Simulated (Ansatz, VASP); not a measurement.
# Ge8MoW3 in VASP and in Ansatz

```
Ge Mo W
1.0
     4.72641    0.00000    0.00000
     0.00000    4.72641    0.00000
     0.00000    0.00000    8.28589
Ge Mo W
8 1 3
Direct
  0.00000 0.50000 0.33809
  0.00000 0.00000 0.83761
  0.50000 0.50000 0.83717
  0.50000 0.00000 0.33809
  0.00000 0.50000 0.66191
  0.00000 0.00000 0.16239
  0.50000 0.50000 0.16283
  0.50000 0.00000 0.66191
  0.50000 0.50000 0.50000
  0.00000 0.50000 0.00000
  0.00000 0.00000 0.50000
  0.50000 0.00000 0.00000
```

Alike in both runs: functional PBE; k mesh 8 × 8 × 6; occupations gaussian, width 0.1 eV; no spin polarisation.

Ansatz relaxed the structure, and its values are those at the end. VASP's run is a single point on that final structure, the one shown.

|  | VASP | Ansatz |
| --- | --- | --- |
| version | VASP 6.6.1 | Ansatz 0.2.0 |
| potentials or method | VASP PAW PBE potentials, release 64 (Ge_d, Mo_sv, W_sv), cutoff 520 eV | scalar-relativistic, plane waves, PAW |
| valence electrons in the cell | 168 | 168 |

|  | VASP | Ansatz | Ansatz less VASP |
| --- | --- | --- | --- |
| gap on the k mesh at the Fermi level (eV) | none | none | - |
| pressure (GPa) | 0.2 | 0.0 | -0.21 |
| rms of the force components (eV/Å) | 0.003 | 0.000 | -0.0030 |

A gap of «none» marks a metal or a gap that the smearing closes.

Spin-orbit coupling is off throughout.
